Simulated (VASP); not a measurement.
A run of VASP 6.6.1:

File INCAR:

```
PREC = Accurate
ENCUT = 520
EDIFF = 1E-6
ISMEAR = -1
SIGMA = 0.1
LREAL = F
LASPH = T
NELM = 80
ALGO = Normal
ISIF = 2
LWAVE = F
LCHARG = T
GGA = RE
LELF = T
LVHAR = T
NBANDS = 12
```

The input KPOINTS:

```
Automatic mesh
0
Gamma
  14 14 14
```

POSCAR

```
Zr
1.0
   -1.7255051650      1.7255051650      1.7255051650
    1.7255051650     -1.7255051650      1.7255051650
    1.7255051650      1.7255051650     -1.7255051650
Zr
1
Direct
    0.0000000000      0.0000000000      0.0000000000
```

Potentials or basis: VASP PAW PBE potentials, release 64 (Zr_sv).

Run with:

```bash
$ cat potpaw_PBE.64/Zr_sv/POTCAR > POTCAR
$ mpirun -np 1 vasp_std > vasp.out
```

Hardware: 1 thread of Intel(R) Xeon(R) Platinum 8259CL CPU @ 2.50GHz (Skylake/Cascade Lake) (shared host).

**Question.** How long does it take, and how much memory?

**Answer.** Run time: 13 s on 1 thread of Intel(R) Xeon(R) Platinum 8259CL CPU @ 2.50GHz (Skylake/Cascade Lake), with other jobs on the host, peak memory 0.15 GiB. Counts: scf iterations 12, k points 104.
